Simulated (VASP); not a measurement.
# C (R-3m) in VASP: notebook

C is run at these levels: PBEsol; tasks: single point.

Everything below comes from runs of VASP 6.6.1. Logs are shortened: lines on timing, memory, paths and dates and some standing lists are left out, and cuts for length are marked.

**1. The cell of the first run**

It takes space group R-3m (No. 166, trigonal). The conventional cell has a = 2.406 Å, b = 2.406 Å, c = 9.836 Å, α = 90.00°, β = 90.00°, γ = 120.00°. C (site symmetry 3m) has 3 C at 1.39 Å within 1.9 Å.

**2. Single point, PBEsol (8.22 Å³/atom)**

Input file INCAR:

```
PREC     = Accurate       # precision mode
ENCUT    = 520            # plane-wave cutoff, eV
EDIFF    = 1E-6           # SCF threshold, eV
ISMEAR   = -1             # smearing method
SIGMA    = 0.03           # smearing width, eV
LREAL    = F              # projectors in reciprocal space
LASPH    = T              # aspherical terms in the spheres
NELM     = 100            # most SCF steps
ALGO     = Normal         # electronic algorithm
ISIF     = 2              # what is computed and relaxed
LWAVE    = F              # write WAVECAR
LCHARG   = F              # write CHGCAR
GGA      = PS             # functional
NBANDS   = 11             # bands
```

Input file KPOINTS:

```
Automatic mesh
0
Gamma
  17 17 17
```

Input file POSCAR:

```
C
1.0
    1.2029575502      0.6945278654      3.2786853240
   -1.2029575502      0.6945278654      3.2786853240
    0.0000000000     -1.3890557308      3.2786853240
C
2
Direct
    0.1640000000      0.1640000000      0.1640000000
    0.8360000000      0.8360000000      0.8360000000
```

Potentials or basis: VASP PAW PBE potentials, release 64 (C).

On the command line:

```bash
> cat potpaw_PBE.64/C/POTCAR > POTCAR
> mpirun -np 1 vasp_std > vasp.out
```

OUTCAR:

```text
PREC = Accurate
   ENCUT = 520
   EDIFF = 1E-6
   ISMEAR = -1
   LREAL = F
   LASPH = T
   NELM = 100
   ISIF = 2
   GGA = PS

 ion  position               nearest neighbor table
   1  0.164  0.164  0.164-   2 1.39   2 1.39   2 1.39
   2  0.836  0.836  0.836-   1 1.39   1 1.39   1 1.39

  LATTYP: Found a trigonal (rhomboedric) cell.
 ALAT       =     3.5607939111
 COS(alpha) =     0.7717362630

  Lattice vectors:

 A1 = (   1.2029575502,   0.6945278654,   3.2786853240)
 A2 = (  -1.2029575502,   0.6945278654,   3.2786853240)
 A3 = (   0.0000000000,  -1.3890557308,   3.2786853240)

Analysis of symmetry for initial positions (statically):
=====================================================================
 Subroutine PRICEL returns:
 Original cell was already a primitive cell.

 Routine SETGRP: Setting up the symmetry group for a
 trigonal (rhombohedral) supercell.

 Subroutine GETGRP returns: Found 12 space group operations
 (whereof 12 operations were pure point group operations)
 out of a pool of 12 trial point group operations.

The static configuration has the point symmetry D_3d.

Analysis of symmetry for dynamics (positions and initial velocities):
=====================================================================
 Subroutine PRICEL returns:
 Original cell was already a primitive cell.

 Routine SETGRP: Setting up the symmetry group for a
 trigonal (rhombohedral) supercell.

 Subroutine GETGRP returns: Found 12 space group operations
 (whereof 12 operations were pure point group operations)
 out of a pool of 12 trial point group operations.

The dynamic configuration has the point symmetry D_3d.

 Subroutine INISYM returns: Found 12 space group operations
 (whereof 12 operations are pure point group operations),
 and found     1 'primitive' translations

----------------------------------------------------------------------------------------

                                     Primitive cell

  volume of cell :      16.4358

  direct lattice vectors                    reciprocal lattice vectors
     1.202957550  0.694527865  3.278685324     0.415642264  0.239971173  0.101666766
    -1.202957550  0.694527865  3.278685324    -0.415642264  0.239971173  0.101666766
     0.000000000 -1.389055731  3.278685324     0.000000000 -0.479942346  0.101666766

  length of vectors
     3.560793911  3.560793911  3.560793911     0.490592282  0.490592282  0.490592282

  position of ions in fractional coordinates (direct lattice)
     0.164000000  0.164000000  0.164000000
     0.836000000  0.836000000  0.836000000

  ion indices of the primitive-cell ions
   primitive index   ion index
                 1           1
                 2           2

----------------------------------------------------------------------------------------

 KPOINTS: Automatic mesh

Automatic generation of k-mesh.
 Grid dimensions read from file:
 generate k-points for:   17   17   17

 Generating k-lattice:

  Cartesian coordinates                     Fractional coordinates (reciprocal lattice)
     0.024449545  0.014115951  0.005980398     0.058823529  0.000000000  0.000000000
    -0.024449545  0.014115951  0.005980398     0.000000000  0.058823529  0.000000000
     0.000000000 -0.028231903  0.005980398     0.000000000  0.000000000  0.058823529

  Length of vectors
     0.028858370  0.028858370  0.028858370

  Shift w.r.t. Gamma in fractional coordinates (k-lattice)
     0.000000000  0.000000000  0.000000000

 Subroutine IBZKPT returns following result:
 ===========================================

 Found    489 irreducible k-points:

 Following reciprocal coordinates:
            Coordinates               Weight
  0.000000  0.000000  0.000000      1.000000
  0.058824  0.000000 -0.000000      6.000000
  0.117647  0.000000  0.000000      6.000000
  0.176471 -0.000000 -0.000000      6.000000
  0.235294  0.000000  0.000000      6.000000
  0.294118 -0.000000  0.000000      6.000000
[... 16 lines left out ...]
 -0.176471  0.058824  0.000000     12.000000
 -0.117647  0.058824 -0.000000     12.000000
 [... further k-points ...]
   k-points           NKPTS =    489   k-points in BZ     NKDIM =    489   number of bands    NBANDS=     11
   number of dos      NEDOS =    301   number of ions     NIONS =      2
   total plane-waves  NPLWV =  21952
   dimension x,y,z NGX =    28 NGY =   28 NGZ =   28
   dimension x,y,z NGXF=    56 NGYF=   56 NGZF=   56
   ions per type =               2
   NGX,Y,Z   is equivalent  to a cutoff of  13.07, 13.07, 13.07 a.u.
   NGXF,Y,Z  is equivalent  to a cutoff of  26.15, 26.15, 26.15 a.u.
 SYSTEM =  unknown system
   PREC   = accura    normal or accurate (medium, high low for compatibility)
   ISTART =      0    job   : 0-new  1-cont  2-samecut
   ICHARG =      2    charge: 1-file 2-atom 10-const
   ISPIN  =      1    spin polarized calculation?
   LNONCOLLINEAR =      F non collinear calculations
   LSORBIT =      F    spin-orbit coupling
   LASPH  =      T    aspherical Exc in radial PAW
   ENCUT  =  520.0 eV  38.22 Ry    6.18 a.u.   6.62  6.62  6.62*2*pi/ulx,y,z
   NELM   =    100;   NELMIN=  2; NELMDL= -5     # of ELM steps
   EDIFF  = 0.1E-05   stopping-criterion for ELM
   LREAL  =      F    real-space projection
   EDIFFG = 0.1E-04   stopping-criterion for IOM
   NSW    =      0    number of steps for IOM
   IBRION =     -1    ionic relax: 0-MD 1-quasi-New 2-CG
   NFREE  =      0    steps in history (QN), initial steepest desc. (CG)
   ISIF   =      2    stress and relaxation
   ISYM   =      2    0-nonsym 1-usesym 2-fastsym
   POTIM  = 0.5000    time-step for ionic-motion
   TEBEG  =    0.0;   TEEND  =   0.0 temperature during run
   PSTRESS=    0.0 pullay stress
   NELECT =       8.0000    total number of electrons
   NUPDOWN=      -1.0000    fix difference up-down
   EMIN   =  10.00;   EMAX   =-10.00  energy-range for DOS
   EFERMI =   0.00;   METHOD = LEGACY
   ISMEAR =    -1;   SIGMA  =   0.03  broadening in eV -4-tet -1-fermi 0-gaus
   EFERMI_NEDOS =   21; number of points for ismear=-14 and -15
   IALGO  =     38    algorithm
   IMIX   =      4    mixing-type and parameters
     AMIX     =   0.40;   BMIX     =  1.00
     AMIX_MAG =   1.60;   BMIX_MAG =  1.00
  volume/ion in A,a.u.               =       8.22        55.46
  Fermi-wavevector in a.u.,A,eV,Ry     =   1.287779  2.433549 22.563541  1.658373
  Thomas-Fermi vector in A             =   2.419772
   LORBIT       =      0    0 simple, 1 ext, 2 COOP (PROOUT), +10 PAW based schemes
   GGA     = PS    functional components
   LHFCALC =     F    Hartree Fock is set to
   AEXX    =    0.0000 exact exchange contribution
   IVDW    =     0    specifies the selected vdW correction
   LEPSILON=     F    determine dielectric tensor
   LRPA    =     F    only Hartree local field effects (RPA)
 non-spin polarized calculation
  energy-cutoff  :      520.00
  volume of cell :       16.44
 maximum number of plane-waves:       462
   NGX = 13   NGY = 13   NGZ = 13

 number of electron       8.0000000 magnetization

 Free energy of the ion-electron system (eV)
  ---------------------------------------------------
  ext. energy  EPLUGINS =         0.00000000
  ---------------------------------------------------
  free energy    TOTEN  =       -19.18702170 eV

  energy without entropy =      -19.18701754  energy(sigma->0) =      -19.18701962

 E-fermi :   5.3064     XC(G=0): -10.8615

 val. band max:        5.1190520251   @ k =  -0.1765   0.4706   0.1176
 cond. band min:       5.4937799738   @ k =  -0.1765   0.4706   0.1176
 fundamental gap:      0.3747279488
 Fermi energy:         5.3063634711

 k-point     1 :       0.0000    0.0000    0.0000
  band No.  band energies     occupation
      1     -14.9704      2.00000
      2      -1.6903      2.00000
      3       2.3600      2.00000
      4       2.3600      2.00000
      5       9.1319      0.00000
      6      14.0917      0.00000
      7      14.0917      0.00000
      8      17.5634      0.00000
      9      19.7252      0.00000
     10      28.6642      0.00000
     11      31.9756      0.00000

 k-point     2 :       0.0588    0.0000   -0.0000
  band No.  band energies     occupation
      1     -14.8827      2.00000
      2      -1.6015      2.00000
      3       2.0176      2.00000
      4       2.1707      2.00000
      5       9.2538      0.00000
      6      14.1461      0.00000
      7      14.4708      0.00000
      8      17.2422      0.00000
      9      19.8553      0.00000
     10      28.9603      0.00000
     11      31.1936      0.00000

 k-point     3 :       0.1176    0.0000    0.0000
  band No.  band energies     occupation
      1     -14.6204      2.00000
      2      -1.3360      2.00000
      3       1.0824      2.00000
      4       1.6763      2.00000
      5       9.6181      0.00000
      6      14.2275      0.00000
      7      15.5294      0.00000
      8      16.3542      0.00000
      9      20.2616      0.00000
     10      29.2645      0.00000
     11      29.7864      0.00000

 k-point     4 :       0.1765   -0.0000   -0.0000
  band No.  band energies     occupation
      1     -14.1849      2.00000
      2      -0.9041      2.00000
      3      -0.2413      2.00000
      4       1.0279      2.00000
      5      10.2113      0.00000
      6      14.1980      0.00000
      7      15.0902      0.00000
      8      17.0997      0.00000
      9      20.9145      0.00000
     10      27.3729      0.00000
     11      29.6458      0.00000

 k-point     5 :       0.2353    0.0000    0.0000
  band No.  band energies     occupation
      1     -13.5790      2.00000
      2      -1.8093      2.00000
      3      -0.2718      2.00000
      4       0.3587      2.00000
      5      10.9593      0.00000
      6      13.5016      0.00000
      7      14.2221      0.00000
      8      19.0134      0.00000
      9      21.6118      0.00000
     10      25.8635      0.00000
     11      28.4210      0.00000
[... 211 lines left out ...]
 k-point    21 :      -0.2941    0.0588    0.0000
  band No.  band energies     occupation
      1     -12.3128      2.00000
      2      -4.2115      2.00000
      3      -0.7776      2.00000
      4       1.1164      2.00000
      5      10.3840      0.00000
      6      12.9525      0.00000
      7      14.3080      0.00000
      8      20.9915      0.00000
      9      22.0543      0.00000
     10      24.8652      0.00000
     11      27.8481      0.00000

 k-point    22 :      -0.2353    0.0588    0.0000
  band No.  band energies     occupation
      1     -13.1624      2.00000
      2      -2.6005      2.00000
      3      -0.2223      2.00000
      4       0.2665      2.00000
      5      11.1467      0.00000
      6      12.7048      0.00000
      7      14.4606      0.00000
      8      19.5291      0.00000
      9      22.1667      0.00000
     10      24.6695      0.00000
     11      28.7536      0.00000

 k-point    23 :      -0.1765    0.0588    0.0000
  band No.  band energies     occupation
      1     -13.8486      2.00000
      2      -1.0543      2.00000
      3      -0.4350      2.00000
      4       0.4414      2.00000
      5      10.4999      0.00000
      6      13.9721      0.00000
      7      14.6419      0.00000
      8      17.7575      0.00000
      9      21.5865      0.00000
     10      25.6894      0.00000
     11      29.8705      0.00000

 k-point    24 :      -0.1176    0.0588   -0.0000
  band No.  band energies     occupation
      1     -14.3661      2.00000
      2      -1.0124      2.00000
      3       0.3595      2.00000
      4       1.1484      2.00000
      5       9.8591      0.00000
      6      14.4326      0.00000
      7      15.5569      0.00000
      8      16.2244      0.00000
      9      20.7517      0.00000
     10      27.4659      0.00000
     11      30.4080      0.00000

 [... further k-points ...]

------------------------ aborting loop because EDIFF is reached ----------------------------------------

  FORCE on cell =-STRESS in cart. coord.  units (eV):
  Direction    XX          YY          ZZ          XY          YZ          ZX
  --------------------------------------------------------------------------------------
  -------------------------------------------------------------------------------------
  Total        3.2509459      3.2509459      0.1527593      0.0000000      0.0000000      0.0000000
  in kB      316.9051980    316.9051980     14.8911219      0.0000000      0.0000000      0.0000000
  external PRESSURE =     216.2338393 kB  Pullay stress =       0.0000000 kB

 VOLUME and BASIS-vectors are now :
 -----------------------------------------------------------------------------
  energy-cutoff  :      520.00
  volume of cell :       16.44
      direct lattice vectors                 reciprocal lattice vectors
     1.202957550  0.694527865  3.278685324     0.415642264  0.239971173  0.101666766
    -1.202957550  0.694527865  3.278685324    -0.415642264  0.239971173  0.101666766
     0.000000000 -1.389055731  3.278685324     0.000000000 -0.479942346  0.101666766

 POSITION                                       TOTAL-FORCE (eV/Angst)
 -----------------------------------------------------------------------------------
      0.00000      0.00000      1.61311         0.000000     -0.000000      0.830929
      0.00000      0.00000      8.22294         0.000000      0.000000     -0.830929
 -----------------------------------------------------------------------------------
    total drift:                                0.000000     -0.000000      0.000000

  FREE ENERGIE OF THE ION-ELECTRON SYSTEM (eV)
  ---------------------------------------------------
  free  energy   TOTEN  =       -19.1870217008 eV

  energy  without entropy=      -19.1870175409  energy(sigma->0) =      -19.18701962
```

Run time: 92 s. Hardware: 1 thread of AMD EPYC 7R13 (Zen 3), shared host; peak memory 0.17 GiB.

Results:

| Property | Result |
| --- | --- |
| Free energy | -19.1870 eV |
| Pressure | 21.6 GPa |
| Largest force | 0.831 eV/Å |

Forces in eV/Å, atoms in the order of the input:
```
C    0.000  0.000  0.831
C    0.000  0.000 -0.831
```

Caveat: the stress differs along the axes, from 1 to 32 GPa; this functional lacks dispersion, which binds layers or chains, so the pressure and a relaxed spacing across them are unreliable; the PAW data sets were made with another functional, which shifts forces and pressure a little.

(Continued in part 2 of 2.)
